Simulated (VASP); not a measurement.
A run of VASP 6.6.1 is set up as follows.

Contents of INCAR:

```
SYSTEM = Ge
ALGO     = Normal         ! electronic algorithm
EDIFF    = 1E-6           ! SCF threshold, eV
ENCUT    = 520            ! plane-wave cutoff, eV
GGA      = CA             ! functional
ISIF     = 2              ! what is computed and relaxed
ISMEAR   = -1             ! smearing method
LASPH    = .TRUE.         ! aspherical terms in the spheres
LCHARG   = .TRUE.         ! write CHGCAR
LELF     = .TRUE.         ! ELF
LREAL    = .FALSE.        ! projectors in reciprocal space
LVHAR    = .TRUE.       
LWAVE    = .FALSE.        ! write WAVECAR
NBANDS   = 21             ! bands
NELM     = 80             ! most SCF steps
PREC     = Accurate       ! precision mode
SIGMA    = 0.05           ! smearing width, eV
```

KPOINTS

```
k-points
0
G
  10 10 10
  0 0 0
```

The input POSCAR:

```
Ge
1.0
   -0.0565754000      2.8004823000      2.8004823000
    2.8004823000     -0.0565754000      2.8004823000
    2.8004823000      2.8004823000     -0.0565754000
Ge
2
Direct
    0.5000000000      0.5000000000      0.5000000000
    0.7500000000      0.7500000000      0.7500000000
```

Potentials or basis: VASP PAW LDA potentials, release 64 (Ge_d).

The run is started by

```sh
$ cat potpaw_LDA.64/Ge_d/POTCAR > POTCAR
$ mpirun -np 1 vasp_std > vasp.out
```

Question: Predict the band gap on the k mesh.

Answer: Zero (band 14 reaches 4.72 eV, above the bottom of band 15 at 4.56 eV).

Question: Predict the pressure.

Answer: -1.0 GPa.

Question: Estimate the largest force.

Answer: 0.323 eV/Å.

Stress tensor (GPa, compression positive):
```
-1.04  1.66  1.66
 1.66 -1.04  1.66
 1.66  1.66 -1.04
```

Caveat: the cell differs from its parent crystal (equal xy, yz and zx shear strains of -2 %).
